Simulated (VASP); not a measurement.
# AlNi (Pm-3m) in VASP: notebook

The runs below take AlNi through single point, with PBE.

Everything below comes from runs of VASP 6.6.1. Logs are shortened: lines on timing, memory, paths and dates and some standing lists are left out, and cuts for length are marked.

## (1) The cell of the first run

Symmetry: Pm-3m, No. 221, cubic system. The conventional cell has a = 2.891 Å, b = 2.891 Å, c = 2.891 Å, α = 90.00°, β = 90.00°, γ = 90.00°. Al (site symmetry m-3m) has 8 Ni at 2.50 Å and 6 Al at 2.89 Å within 3.3 Å. Within 3.3 Å of Ni (site symmetry m-3m) lie 8 Al at 2.50 Å and 6 Ni at 2.89 Å.

## (2) Single point, PBE, collinear spin, ferromagnetic start

Input file INCAR:

```
SYSTEM = AlNi
PREC = Accurate
ENCUT = 520
EDIFF = 1E-6
ISMEAR = 0
SIGMA = 0.05
LREAL = .False.
LASPH = .True.
NELM = 150
ALGO = Normal
ISIF = 2
LWAVE = .False.
LCHARG = .False.
ISPIN = 2
MAGMOM = 0 0.8
LORBIT = 11
LMAXMIX = 4
GGA = PE
NBANDS = 18
```

Input file KPOINTS:

```
regular mesh
0
Gamma
  8 8 8
  0 0 0
```

Input file POSCAR:

```
AlNi
1.0
    2.8905714989      0.0000000000      0.0000000000
    0.0000000000      2.8905714989      0.0000000000
    0.0000000000      0.0000000000      2.8905714989
Al Ni
1 1
Direct
    0.0000000000      0.0000000000      0.0000000000
    0.5000000000      0.5000000000      0.5000000000
```

Potentials or basis: VASP PAW PBE potentials, release 64 (Al, Ni).

Run with:

```bash
cat potpaw_PBE.64/Al/POTCAR potpaw_PBE.64/Ni/POTCAR > POTCAR
mpirun -np 1 vasp_std > vasp.out
```

OUTCAR:

```text
SYSTEM = AlNi
   PREC = Accurate
   ENCUT = 520
   EDIFF = 1E-6
   ISMEAR = 0
   LREAL = .False.
   LASPH = .True.
   NELM = 150
   ISIF = 2
   ISPIN = 2
   LORBIT = 11
   GGA = PE

 ion  position               nearest neighbor table
   1  0.000  0.000  0.000-   2 2.50   2 2.50   2 2.50   2 2.50   2 2.50   2 2.50   2 2.50   2 2.50

   2  0.500  0.500  0.500-   1 2.50   1 2.50   1 2.50   1 2.50   1 2.50   1 2.50   1 2.50   1 2.50

  LATTYP: Found a simple cubic cell.
 ALAT       =     2.8905714989

  Lattice vectors:

 A1 = (   2.8905714989,   0.0000000000,   0.0000000000)
 A2 = (   0.0000000000,   2.8905714989,   0.0000000000)
 A3 = (   0.0000000000,   0.0000000000,   2.8905714989)

Analysis of symmetry for initial positions (statically):
=====================================================================
 Subroutine PRICEL returns:
 Original cell was already a primitive cell.

 Routine SETGRP: Setting up the symmetry group for a
 simple cubic supercell.

 Subroutine GETGRP returns: Found 48 space group operations
 (whereof 48 operations were pure point group operations)
 out of a pool of 48 trial point group operations.

The static configuration has the point symmetry O_h .

Analysis of symmetry for dynamics (positions and initial velocities):
=====================================================================
 Subroutine PRICEL returns:
 Original cell was already a primitive cell.

 Routine SETGRP: Setting up the symmetry group for a
 simple cubic supercell.

 Subroutine GETGRP returns: Found 48 space group operations
 (whereof 48 operations were pure point group operations)
 out of a pool of 48 trial point group operations.

The dynamic configuration has the point symmetry O_h .

Analysis of structural, dynamic, and magnetic symmetry:
=====================================================================
 Subroutine PRICEL returns:
 Original cell was already a primitive cell.

 Routine SETGRP: Setting up the symmetry group for a
 simple cubic supercell.

 Subroutine GETGRP returns: Found 48 space group operations
 (whereof 48 operations were pure point group operations)
 out of a pool of 48 trial point group operations.

The overall configuration has the point symmetry O_h .

 Subroutine INISYM returns: Found 48 space group operations
 (whereof 48 operations are pure point group operations),
 and found     1 'primitive' translations

[... 115 lines left out ...]
  volume/ion in A,a.u.               =      12.08        81.49
  Fermi-wavevector in a.u.,A,eV,Ry     =   1.331697  2.516543 24.128818  1.773418
  Thomas-Fermi vector in A             =   2.460689
   LORBIT       =     11    0 simple, 1 ext, 2 COOP (PROOUT), +10 PAW based schemes
   GGA     = PE    functional components
   LHFCALC =     F    Hartree Fock is set to
   AEXX    =    0.0000 exact exchange contribution
   IVDW    =     0    specifies the selected vdW correction
   LEPSILON=     F    determine dielectric tensor
   LRPA    =     F    only Hartree local field effects (RPA)
 spin polarized calculation
 Gauss-broadening in eV      SIGMA  =   0.05
  energy-cutoff  :      520.00
  volume of cell :       24.15
 maximum number of plane-waves:       672
 NGX is ok and might be reduce to    24
   NGX = 11   NGY = 11   NGZ = 11

 number of electron      13.0000014 magnetization       0.0952254

 number of electron      13.0000014 magnetization      -0.0013903

 Free energy of the ion-electron system (eV)
  ---------------------------------------------------
  ext. energy  EPLUGINS =         0.00000000
  ---------------------------------------------------
  free energy    TOTEN  =       -10.53408070 eV

  energy without entropy =      -10.53206059  energy(sigma->0) =      -10.53307064

 E-fermi :   9.8341     XC(G=0): -12.0004

 val. band max:        9.7174912461   @ k =   0.3750   0.3750   0.1250
 cond. band min:       9.8598165838   @ k =   0.3750   0.2500   0.1250
 fundamental gap:      0.1423253377
 Fermi energy:         9.8341344572

 spin component 1

 k-point     1 :       0.0000    0.0000    0.0000
  band No.  band energies     occupation
      1      -1.1697      1.00000
      2       6.7156      1.00000
      3       6.7156      1.00000
      4       8.3724      1.00000
      5       8.3724      1.00000
      6       8.3724      1.00000
[... 493 lines left out ...]
     17      33.7234      0.00000
     18      36.4358      0.00000

 [... further k-points ...]

 spin component 2

 k-point     1 :       0.0000    0.0000    0.0000
  band No.  band energies     occupation
      1      -1.1700      1.00000
      2       6.7144      1.00000
      3       6.7144      1.00000
      4       8.3717      1.00000
      5       8.3717      1.00000
      6       8.3717      1.00000
[... 493 lines left out ...]
     17      33.7231      0.00000
     18      36.4354      0.00000

 [... further k-points ...]

------------------------ aborting loop because EDIFF is reached ----------------------------------------

  FORCE on cell =-STRESS in cart. coord.  units (eV):
  Direction    XX          YY          ZZ          XY          YZ          ZX
  --------------------------------------------------------------------------------------
  -------------------------------------------------------------------------------------
  Total        0.0777810      0.0777810      0.0777810      0.0000000      0.0000000      0.0000000
  in kB        5.1597982      5.1597982      5.1597982      0.0000000      0.0000000      0.0000000
  external PRESSURE =       5.1597982 kB  Pullay stress =       0.0000000 kB

 VOLUME and BASIS-vectors are now :
 -----------------------------------------------------------------------------
  energy-cutoff  :      520.00
  volume of cell :       24.15
      direct lattice vectors                 reciprocal lattice vectors
     2.890571499  0.000000000  0.000000000     0.345952349  0.000000000  0.000000000
     0.000000000  2.890571499  0.000000000     0.000000000  0.345952349  0.000000000
     0.000000000  0.000000000  2.890571499     0.000000000  0.000000000  0.345952349

 POSITION                                       TOTAL-FORCE (eV/Angst)
 -----------------------------------------------------------------------------------
      0.00000      0.00000      0.00000         0.000000      0.000000      0.000000
      1.44529      1.44529      1.44529         0.000000      0.000000      0.000000
 -----------------------------------------------------------------------------------
    total drift:                                0.000000      0.000000     -0.000000

  FREE ENERGIE OF THE ION-ELECTRON SYSTEM (eV)
  ---------------------------------------------------
  free  energy   TOTEN  =       -10.5340806992 eV

  energy  without entropy=      -10.5320605903  energy(sigma->0) =      -10.53307064

 total charge

# of ion       s       p       d       tot
------------------------------------------
    1        0.383   0.411   0.000   0.794
    2        0.469   0.507   8.471   9.447
--------------------------------------------------
tot          0.852   0.918   8.471  10.241

 magnetization (x)

# of ion       s       p       d       tot
------------------------------------------
    1       -0.000  -0.000   0.000  -0.000
    2       -0.000  -0.000  -0.001  -0.001
--------------------------------------------------
tot         -0.000  -0.000  -0.001  -0.001
```

stdout:

```text
POSCAR found type information on POSCAR AlNi
 POSCAR found :  2 types and       2 ions
 scaLAPACK will be used
 LDA part: xc-table for (Slater+PW92), standard interpolation
 POSCAR, INCAR and KPOINTS ok, starting setup
 FFT: planning ... GRIDC
 FFT: planning ... GRID_SOFT
 FFT: planning ... GRID
 WAVECAR not read
 entering main loop
```

Wall time 64 s (1 thread of Intel Xeon 8259CL, shared host); peak memory 0.16 GiB.

Results:

```yaml
Free_energy: -10.5341 eV
Pressure: 0.5 GPa
Net_moment: 0.00 μB per cell
Valence_electrons_inside_the_program's_atomic_spheres: Al 0.79; Ni 9.45
```

Levels at points of the mesh, in eV from the Fermi level:
Spin up:
| k point | band 4 | band 5 | band 6 | band 7 | band 8 | band 9 | band 10 | band 11 |
| --- | --- | --- | --- | --- | --- | --- | --- | --- |
| (0.00, 0.00, 0.00) | -1.46 | -1.46 | -1.46 | 5.52 | 5.52 | 5.52 | 8.15 | 8.15 |
| (0.50, 0.00, 0.00) | -2.16 | -2.16 | -1.38 | -0.58 | 8.33 | 10.03 | 10.03 | 10.85 |
| (0.50, 0.50, 0.00) | -2.80 | -1.98 | -1.98 | -0.94 | 1.53 | 2.48 | 12.23 | 15.12 |
| (0.50, 0.50, 0.50) | -0.91 | -0.91 | 2.07 | 2.07 | 2.07 | 3.67 | 4.46 | 4.46 |
Spin down:
| k point | band 3 | band 4 | band 5 | band 6 | band 7 | band 8 | band 9 | band 10 | band 11 | band 12 |
| --- | --- | --- | --- | --- | --- | --- | --- | --- | --- | --- |
| (0.00, 0.00, 0.00) | -3.12 | -1.46 | -1.46 | -1.46 | 5.52 | 5.52 | 5.52 | 8.15 | 8.15 | 13.63 |
| (0.50, 0.00, 0.00) | -2.65 | -2.16 | -2.16 | -1.38 | -0.58 | 8.33 | 10.03 | 10.03 | 10.85 | 10.85 |
| (0.50, 0.50, 0.00) | -2.80 | -2.80 | -1.99 | -1.99 | -0.94 | 1.52 | 2.48 | 12.23 | 15.12 | 15.12 |
| (0.50, 0.50, 0.50) | -3.99 | -0.91 | -0.91 | 2.07 | 2.07 | 2.07 | 3.67 | 4.46 | 4.46 | 4.46 |

Caveat: the moments typed at the start vanished in this run.

## (3) Single point, PBE, non-collinear spin, typed start, spin-orbit coupling (12.11 Å³/atom)

This run uses another cell than the first one, of 12.11 Å³/atom.

Input file INCAR:

```
SYSTEM = AlNi
  PREC = Accurate
  ENCUT = 520
  EDIFF = 1E-6
  ISMEAR = 0
  SIGMA = 0.05
  LREAL = .FALSE.
  LASPH = .TRUE.
  NELM = 150
  ALGO = Normal
  ISIF = 2
  LWAVE = .FALSE.
  LCHARG = .TRUE.
  LNONCOLLINEAR = .TRUE.
  MAGMOM = 0 0 0 0 0 0.05
  LORBIT = 11
  LSORBIT = .TRUE.
  GGA_COMPAT = .FALSE.
  LORBMOM = .TRUE.
  LMAXMIX = 4
  GGA = PE
  LVHAR = .TRUE.
  NBANDS = 25
```

Input file KPOINTS:

```
regular mesh
0
G
  12 12 12
  0 0 0
```

Input file POSCAR:

```
AlNi
1.0
    2.8933713769      0.0000000000      0.0000000000
    0.0000000000      2.8933713769      0.0000000000
    0.0000000000      0.0000000000      2.8933713769
Al Ni
1 1
Direct
    0.0000000000      0.0000000000      0.0000000000
    0.5000000000      0.5000000000      0.5000000000
```

Potentials or basis: VASP PAW PBE potentials, release 64 (Al, Ni).

Run with:

```bash
cat potpaw_PBE.64/Al/POTCAR potpaw_PBE.64/Ni/POTCAR > POTCAR
mpirun -np 1 vasp_ncl > vasp.out
```

It took 11 min on 1 thread of Intel Xeon 8259CL, shared host; peak memory 0.37 GiB.

It converged, with:

- Free energy: -10.5442 eV
- Pressure: 0.0 GPa
- Net moment: 0.00 μB per cell
- Valence electrons inside the program's atomic spheres: Al 0.79; Ni 9.44

Moments on the atoms (μB; x, y, z):
```
Al  0.00 0.00 0.00
Ni  0.00 0.00 0.00
```

## (4) Single point, PBE, non-collinear spin, typed start, spin-orbit coupling

This run uses another cell than the first one, of 12.11 Å³/atom.

Input file INCAR:

```
SYSTEM = AlNi
  PREC = Accurate
  ENCUT = 520
  EDIFF = 1E-6
  ISMEAR = 0
  SIGMA = 0.05
  LREAL = .False.
  LASPH = .True.
  NELM = 150
  ALGO = Normal
  ISIF = 2
  LWAVE = .False.
  LCHARG = .True.
  MAGMOM = 0 0 0 0 0 0.8
  LORBIT = 11
  LSORBIT = .True.
  GGA_COMPAT = .False.
  LORBMOM = .True.
  LMAXMIX = 4
  GGA = PE
  LVHAR = .True.
  NBANDS = 25
```

Input file KPOINTS:

```
Automatic mesh
0
Gamma
  12 12 12
  0.5 0.5 0.5
```

POSCAR is that of step 3.

Run with:

```bash
cat potpaw_PBE.64/Al/POTCAR potpaw_PBE.64/Ni/POTCAR > POTCAR
mpirun -np 1 vasp_ncl > vasp.out
```

It took 11 min on 1 thread of Intel Xeon 8259CL, shared host; peak memory 0.34 GiB.

The run converged. Its results:

- Free energy: -10.5509 eV
- Pressure: 0.0 GPa
- Net moment: 0.00 μB per cell
- Valence electrons inside the program's atomic spheres: Al 0.79; Ni 9.44

Moments on the atoms (μB; x, y, z):
```
Al  0.00 0.00 0.00
Ni  0.00 0.00 0.00
```

## (5) The runs side by side

| spin | cell | k mesh | pressure (GPa) | moment (μB) |
| --- | --- | --- | --- | --- |
| collinear, ferromagnetic start | a = 2.891 Å, 2 atoms | 8 × 8 × 8 | 0.5 | 0.00 |
| non-collinear, typed start, SOC | a = 2.893 Å, 2 atoms | 12 × 12 × 12 | 0.0 | 0.00 |
| non-collinear, typed start, SOC | a = 2.893 Å, 2 atoms | 12 × 12 × 12, shifted | 0.0 | 0.00 |

Alike in all rows: task single point; level PBE; potentials or basis VASP PAW PBE potentials, release 64 (Al, Ni); cutoff (eV) 520; smearing gaussian 0.05 eV.

Caveats: the moments typed at the start vanished in this run (at least some runs).

Total energies depend on the potentials used, so only differences within one code and one set of settings carry meaning.
